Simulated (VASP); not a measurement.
Wanted: the native input for a VASP 6.6.1 run.

- Task: band structure
- Functional: r2SCAN
- Potentials or basis: VASP PAW PBE potentials, release 64 (Hf_pv, O)
- Cutoff: 640 eV
- k mesh: 8 × 8 × 6
- Occupations: gaussian, width 0.03 eV
- Spin: no spin polarisation
- Tolerance level: screening
- Purpose: bands
- Route: KPOINTS_OPT
- Further INCAR settings: ALGO = Normal; EDIFF = 1e-07; NBANDS = 48

The structure of HfO2 lies in POSCAR:

```
HfO2
1.0
    3.5580193300      0.0000000000      0.0000000000
    0.0000000000      3.5580193300      0.0000000000
    0.0000000000      0.0000000000      5.1718612100
Hf O
2 4
Direct
    0.0000000000      0.0000000000      0.0000000000
    0.5000000000      0.5000000000      0.5000000000
    0.0000000000      0.5000000000      0.1972078800
    0.5000000000      0.0000000000      0.3027921200
    0.5000000000      0.0000000000      0.8027921200
    0.0000000000      0.5000000000      0.6972078800
```

The input as run:

INCAR

```
SYSTEM = HfO2
METAGGA  = R2SCAN         ! meta-GGA
ISMEAR   = 0              ! smearing method
SIGMA    = 0.03           ! smearing width, eV
LWAVE    = .FALSE.        ! write WAVECAR
LCHARG   = .FALSE.        ! write CHGCAR
NBANDS   = 48             ! bands
PREC     = Accurate       ! precision mode
LASPH    = .TRUE.         ! aspherical terms in the spheres
LREAL    = .FALSE.        ! projectors in reciprocal space
ALGO     = Normal         ! electronic algorithm
EDIFF    = 1E-7           ! SCF threshold, eV
NELM     = 120            ! most SCF steps
GGA_COMPAT= .FALSE.      
ENCUT    = 640            ! plane-wave cutoff, eV
EFERMI   = MIDGAP       
LMAXMIX  = 4              ! l up to which the mixer works
LMIXTAU  = .TRUE.       
KPAR     = 2
```

KPOINTS

```
Automatic mesh
0
Gamma
  8 8 6
  0 0 0
```

KPOINTS_OPT

```
path GXMGZRAZ,XR,MA
32
line-mode
reciprocal
 0.0000000000  0.0000000000  0.0000000000  G
 0.0000000000  0.5000000000  0.0000000000  X

 0.0000000000  0.5000000000  0.0000000000  X
 0.5000000000  0.5000000000  0.0000000000  M

 0.5000000000  0.5000000000  0.0000000000  M
 0.0000000000  0.0000000000  0.0000000000  G

 0.0000000000  0.0000000000  0.0000000000  G
 0.0000000000  0.0000000000  0.5000000000  Z

 0.0000000000  0.0000000000  0.5000000000  Z
 0.0000000000  0.5000000000  0.5000000000  R

 0.0000000000  0.5000000000  0.5000000000  R
 0.5000000000  0.5000000000  0.5000000000  A

 0.5000000000  0.5000000000  0.5000000000  A
 0.0000000000  0.0000000000  0.5000000000  Z

 0.0000000000  0.5000000000  0.0000000000  X
 0.0000000000  0.5000000000  0.5000000000  R

 0.5000000000  0.5000000000  0.0000000000  M
 0.5000000000  0.5000000000  0.5000000000  A
```

Potentials or basis: VASP PAW PBE potentials, release 64 (Hf_pv, O).

The run is started by

```console
$ cat potpaw_PBE.64/Hf_pv/POTCAR potpaw_PBE.64/O/POTCAR > POTCAR
$ mpirun -np 2 vasp_std > vasp.out
```

It gave:

```
Pressure                : 0.1 GPa
Band gap on the k mesh  : 5.30 eV (least direct gap 5.38 eV)
Band gap along the path : 5.30 eV (least direct gap 5.38 eV)
```

Caveat: the PAW data sets were made with another functional, which shifts forces and pressure a little; spin-orbit coupling is left out, which moves the levels of the heavy elements.

Wall time 17 min on 2 MPI ranks on AMD EPYC 9R45 96-Core Processor (Zen 5), on a shared host, peak memory 0.42 GiB a rank.
